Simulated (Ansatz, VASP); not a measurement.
One calculation of LiF, two programs

INCAR

```
ALGO = Normal
EDIFF = 1E-7
ENCUT = 520
ISIF = 2
ISMEAR = 0
LASPH = T
LCHARG = F
LREAL = F
LWAVE = F
NBANDS = 18
NELM = 100
PREC = Accurate
SIGMA = 0.05
```

File KPOINTS:

```
k-points
0
Gamma
  9 9 6
```

POSCAR

```
LiF
1.0
    3.2353356392      0.0000000000      0.0000000000
   -1.6176678196      2.8018828533      0.0000000000
    0.0000000000      0.0000000000      4.7404137786
Li F
2 2
Direct
    0.3333333333      0.6666666667      0.3839784076
    0.6666666667      0.3333333333      0.8839784076
    0.3333333333      0.6666666667      0.9910195924
    0.6666666667      0.3333333333      0.4910195924
```

Input for Ansatz:

```yaml
crystal:
  lattice:
    - [3.2353356392, 0.0, 0.0]
    - [-1.6176678196, 2.8018828533, 0.0]
    - [0.0, 0.0, 4.7404137786]
  atoms:
    - { symbol: Li, position: [0.3333333333, 0.6666666667, 0.3839784076] }
    - { symbol: Li, position: [0.6666666667, 0.3333333333, 0.8839784076] }
    - { symbol: F, position: [0.3333333333, 0.6666666667, 0.9910195924] }
    - { symbol: F, position: [0.6666666667, 0.3333333333, 0.4910195924] }
basis:
  ecutwfc: 520.0
kpoints:
  mp_grid: { grid: [9, 9, 6] }
hamiltonian:
  xc: lda
scf:
  occupations: { method: gaussian, width: 0.05 }
output:
  forces: true
  stress: true
  eigenvalues: true
```

Alike in both runs: task single point; functional LDA; k mesh 9 × 9 × 6; occupations gaussian, width 0.05 eV; no spin polarisation.

|  | VASP | Ansatz |
| --- | --- | --- |
| version | VASP 6.6.1 | Ansatz 0.2.0 |
| potentials or method | VASP PAW LDA potentials, release 64 (Li_sv, F), cutoff 520 eV | scalar-relativistic, plane waves, PAW |
| valence electrons in the cell | 20 | 20 |

|  | VASP | Ansatz | Ansatz less VASP |
| --- | --- | --- | --- |
| gap on the k mesh at the Fermi level (eV) | 7.01 | 7.02 | +0.013 |
| least direct gap on the mesh (eV) | 7.01 | 7.02 | +0.013 |
| rms of the force components (eV/Å) | 0.053 | 0.050 | -0.0029 |

LDA's correlation is that of Perdew and Zunger in VASP and of Perdew and Wang (1992) in Ansatz. Atom by atom the forces differ by 0.003 eV/Å (rms over components).

Noted on VASP's run: the cutoff is short for stress, so the pressure is rough.
